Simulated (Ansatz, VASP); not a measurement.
**Two plane-wave programs on Al3InAs4**

```xyz
8
Lattice="5.5921 0.0000 0.0000 0.0000 5.5921 0.0000 0.0000 0.0000 5.5921" Properties=species:S:1:pos:R:3 pbc="T T T"
Al    2.7960    0.0000    0.0000
Al    0.0000    0.0000    2.7960
Al    0.0000    2.7960    0.0000
In    2.7960    2.7960    2.7960
As    4.2587    1.3333    4.2587
As    4.2587    4.2587    1.3333
As    1.3333    1.3333    1.3333
As    1.3333    4.2587    4.2587
```

Alike in both runs: functional PBE; k mesh 6 × 6 × 6; occupations gaussian, width 0.02 eV; no spin polarisation.

Ansatz relaxed the structure, and its values are those at the end. VASP's run is a single point on that final structure, the one shown.

|  | VASP | Ansatz |
| --- | --- | --- |
| version | VASP 6.6.1 | Ansatz 0.2.0 |
| potentials or method | VASP PAW PBE potentials, release 64 (Al, In_d, As), cutoff 520 eV | scalar-relativistic, plane waves, PAW |
| valence electrons in the cell | 42 | 82 |

|  | VASP | Ansatz | Ansatz less VASP |
| --- | --- | --- | --- |
| gap on the k mesh at the Fermi level (eV) | 1.50 | 1.51 | +0.011 |
| least direct gap on the mesh (eV) | 1.50 | 1.51 | +0.011 |
| pressure (GPa) | 10.8 | 10.5 | -0.22 |

VASP's potentials hold 42 valence electrons a cell and Ansatz's 82, so a difference there can come from the potentials and not from the codes. Ansatz's warnings: stress scf threshold loose.
